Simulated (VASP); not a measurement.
Wanted: the native input for a VASP 6.6.1 run.

| Quantity | Value |
| --- | --- |
| Task | relaxation of the atoms |
| Functional | PBE |
| Potentials or basis | VASP PAW PBE potentials, release 64 (Ga_d, N) |
| Cutoff | 520 eV |
| k mesh | 8 × 8 × 5 |
| Occupations | gaussian, width 0.05 eV |
| Spin | no spin polarisation |
| Dipole correction | no |
| Further INCAR settings | ALGO = Normal; EDIFF = 1e-06; IBRION = 2; EDIFFG = -0.003; NSW = 80 |

The structure of GaN lies in POSCAR:

```
GaN
1.0
    3.1698660000      0.0000000000      0.0000000000
   -1.5849330000      2.7451844800      0.0000000000
    0.0000000000      0.0000000000      5.1850000000
Ga N
2 2
Direct
    0.3333333333      0.6666666667      0.0000000000
    0.6666666667      0.3333333333      0.5000000000
    0.3333333333      0.6666666667      0.3770000000
    0.6666666667      0.3333333333      0.8770000000
```

One way to write it, as run:

INCAR

```
  PREC = Accurate
  ENCUT = 520
  EDIFF = 1E-6
  ISMEAR = 0
  SIGMA = 0.05
  LREAL = F
  LASPH = T
  NELM = 60
  ALGO = Normal
  ISIF = 2
  LWAVE = F
  LCHARG = F
  GGA = PE
  IBRION = 2
  NSW = 80
  EDIFFG = -0.003
```

KPOINTS

```
Automatic mesh
0
Gamma
  8 8 5
```

Potentials or basis: VASP PAW PBE potentials, release 64 (Ga_d, N).

Launch:

```sh
$ cat potpaw_PBE.64/Ga_d/POTCAR potpaw_PBE.64/N/POTCAR > POTCAR
$ mpirun -np 1 vasp_std > vasp.out
```

It gave:

The energy gained by relaxing is 0.1 meV/atom. The ionic steps are 3 and the pressure after relaxing is 7.9 GPa. The band gap on the k mesh is 1.98 eV, direct.

Wall time 33 s on 1 thread of Intel(R) Xeon(R) Platinum 8488C (Sapphire Rapids), with other jobs on the host, peak memory 0.17 GiB.
